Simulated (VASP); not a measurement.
Wanted: the native input for a VASP 6.6.1 run.

```
Task                   : single point
Functional             : PBEsol
Potentials or basis    : VASP PAW PBE potentials, release 64 (Re)
Cutoff                 : 520 eV
k mesh                 : 11 × 11 × 6
Occupations            : fermi-dirac, width 0.05 eV
Spin                   : no spin polarisation
Dipole correction      : no
Further INCAR settings : ALGO = Fast; EDIFF = 1e-06; NBANDS = 14
```

The structure of Re lies in POSCAR:

```
Re
1.0
    2.7234873179      0.0000000000      0.0000000000
   -1.3617436590      2.3586092042      0.0000000000
    0.0000000000      0.0000000000      4.3979466679
Re
2
Direct
    0.6666666667      0.3333333333      0.7500000000
    0.3333333333      0.6666666667      0.2500000000
```

One way to write it, as run:

INCAR

```
SYSTEM = Re
PREC     = Accurate       ! precision mode
ENCUT    = 520            ! plane-wave cutoff, eV
EDIFF    = 1E-6           ! SCF threshold, eV
ISMEAR   = -1             ! smearing method
SIGMA    = 0.05           ! smearing width, eV
LREAL    = .FALSE.        ! projectors in reciprocal space
LASPH    = .TRUE.         ! aspherical terms in the spheres
NELM     = 100            ! most SCF steps
ALGO     = Fast           ! electronic algorithm
ISIF     = 2              ! what is computed and relaxed
LWAVE    = .FALSE.        ! write WAVECAR
LCHARG   = .FALSE.        ! write CHGCAR
GGA      = PS             ! functional
NBANDS   = 14             ! bands
```

KPOINTS

```
Automatic mesh
0
G
  11 11 6
  0 0 0
```

Potentials or basis: VASP PAW PBE potentials, release 64 (Re).

Run with:

```sh
$ cat potpaw_PBE.64/Re/POTCAR > POTCAR
$ mpirun -np 1 vasp_std > vasp.out
```

It gave:

```yaml
Pressure: 12.8 GPa
Band_gap_on_the_k_mesh: zero (band 7 reaches 9.70 eV, above the bottom of band 8 at 6.40 eV)
```

Caveat: the PAW data sets were made with another functional, which shifts forces and pressure a little; spin-orbit coupling is left out, which moves the levels of the heavy elements.

Run time: 19 s on 1 thread of Intel(R) Xeon(R) Platinum 8375C CPU @ 2.90GHz (Ice Lake), on a shared host, peak memory 0.15 GiB.
